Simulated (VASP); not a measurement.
Wanted: the native input for a VASP 6.6.1 run.

```
Task                   : single point
Functional             : PBE
Potentials or basis    : VASP PAW PBE potentials, release 64 (Zr_sv, Sn_d, Te)
Cutoff                 : 520 eV
k mesh                 : 4 × 4 × 4
Occupations            : gaussian, width 0.1 eV
Spin                   : no spin polarisation
Dipole correction      : no
Further INCAR settings : ALGO = Normal; EDIFF = 1e-07; NBANDS = 34
```

The structure of ZrSnTe4 lies in POSCAR:

```
ZrSnTe4
1.0
    5.9817544284      0.0000000000      0.0000000000
    0.0000000000      5.9817544284      0.0000000000
    0.0000000000      0.0000000000      5.6830390513
Zr Sn Te
1 1 4
Direct
    0.5000000000      0.5000000000      0.0000000000
    0.0000000000      0.0000000000      0.0000000000
    0.5000000000      0.0000000000      0.0000000000
    0.0000000000      0.5000000000      0.0000000000
    0.5000000000      0.5000000000      0.5000000000
    0.0000000000      0.0000000000      0.5000000000
```

The cell was generated, and may not be a known phase.

One way to write it, as run:

INCAR

```
SYSTEM = ZrSnTe4
  ALGO = Normal
  EDIFF = 1E-7
  ENCUT = 520
  GGA = PE
  ISIF = 2
  ISMEAR = 0
  LASPH = .True.
  LCHARG = .False.
  LREAL = .False.
  LWAVE = .False.
  NBANDS = 34
  NELM = 100
  PREC = Accurate
  SIGMA = 0.1
```

KPOINTS

```
k-points
0
Gamma
  4 4 4
  0 0 0
```

Potentials or basis: VASP PAW PBE potentials, release 64 (Zr_sv, Sn_d, Te).

Run with:

```bash
$ cat potpaw_PBE.64/Zr_sv/POTCAR potpaw_PBE.64/Sn_d/POTCAR potpaw_PBE.64/Te/POTCAR > POTCAR
$ mpirun -np 1 vasp_std > vasp.out
```

It gave:

```
Pressure               : 0.2 GPa
Band gap on the k mesh : zero (bands 25 and 26 overlap by 0.63 eV)
```

Caveat: spin-orbit coupling is left out, which moves the levels of the heavy elements.

Run time: 4 min on 1 thread of Intel Xeon 8259CL, on a shared host, peak memory 0.34 GiB.
